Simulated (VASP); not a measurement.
A run of VASP 6.6.1 is set up as follows.

INCAR

```
PREC = Accurate ; ENCUT = 600
EDIFF = 1E-7 ; ISMEAR = 0
SIGMA = 0.05 ; LREAL = False
LASPH = True ; NELM = 120
ALGO = Normal ; ISIF = 4
LWAVE = False ; LCHARG = False
GGA = PE ; IBRION = 2
NSW = 60 ; EDIFFG = -0.01
GGA_COMPAT = False ; NELMIN = 4
```

Contents of KPOINTS:

```
regular mesh
0
Gamma
  14 14 14
```

POSCAR

```
CoPtO2
1.0
    1.4480240428      0.8360170709      6.0296071103
   -1.4480240428      0.8360170709      6.0296071103
    0.0000000000     -1.6720341418      6.0296071103
Co Pt O
1 1 2
Direct
    0.5000000000      0.5000000000      0.5000000000
    0.0000000000      0.0000000000      0.0000000000
    0.8874854202      0.8874854202      0.8874854202
    0.1125145798      0.1125145798      0.1125145798
```

Potentials or basis: VASP PAW PBE potentials, release 64 (Co, Pt, O).

Command:

```sh
$ cat potpaw_PBE.64/Co/POTCAR potpaw_PBE.64/Pt/POTCAR potpaw_PBE.64/O/POTCAR > POTCAR
$ mpirun -np 1 vasp_std > vasp.out
```

Problem. What does it give for the band gap on the k mesh?

Solution. Zero (an odd number of electrons rules out a gap without spin polarisation).

Final structure:
```
Co Pt O
1.0
     1.44987    0.83708    6.01430
    -1.44987    0.83708    6.01430
     0.00000   -1.67416    6.01430
Co Pt O
1 1 2
Direct
  0.50000 0.50000 0.50000
  0.00000 0.00000 0.00000
  0.88738 0.88738 0.88738
  0.11262 0.11262 0.11262
```

Caveat: spin-orbit coupling is left out, which moves the levels of the heavy elements; an odd number of electrons without spin polarisation forces a metal; a magnetic or distorted state may lie lower; the run has no spin polarisation, though such a crystal can be magnetic; semilocal functionals often make such compounds metallic where correlation or magnetic order opens a gap, which also shifts bond lengths. With open d or f shells a metallic result of PBE can be an artefact of self-interaction; +U or a hybrid may open a gap.
